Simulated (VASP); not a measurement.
The system is SrCl2.

```
Sr Cl
1.0
     0.00000    3.49765    3.49765
     3.49765    0.00000    3.49765
     3.49765    3.49765    0.00000
Sr Cl
1 2
Direct
  0.00000 0.00000 0.00000
  0.25000 0.25000 0.25000
  0.75000 0.75000 0.75000
```

Base run:

```yaml
Program: VASP 6.6.1
Functional: PBE-based global hybrid
Potentials_or_basis: VASP PAW PBE potentials, release 64 (Sr_sv, Cl)
Cutoff: 520 eV
k_mesh: 4 × 4 × 4
Occupations: gaussian, width 0.01 eV
Spin: no spin polarisation
```

Its results: band gap on the k mesh 7.73 eV, indirect (least direct gap 7.99 eV); pressure 0.0 GPa.

Question: The run is repeated on the same cell with these changes: functional from PBE-based global hybrid to PBE; k mesh from 4 × 4 × 4 to 2 × 2 × 2. What comes out?

Answer: Band gap on the k mesh 5.30 eV, indirect (least direct gap 5.49 eV); pressure 1.0 GPa.

Several settings changed at once, so the effect can't be laid on one alone.

Caveats: some runs use coarse meshes; the PAW data sets were made with another functional, which shifts forces and pressure a little (some runs).

A k mesh can miss the band edges.
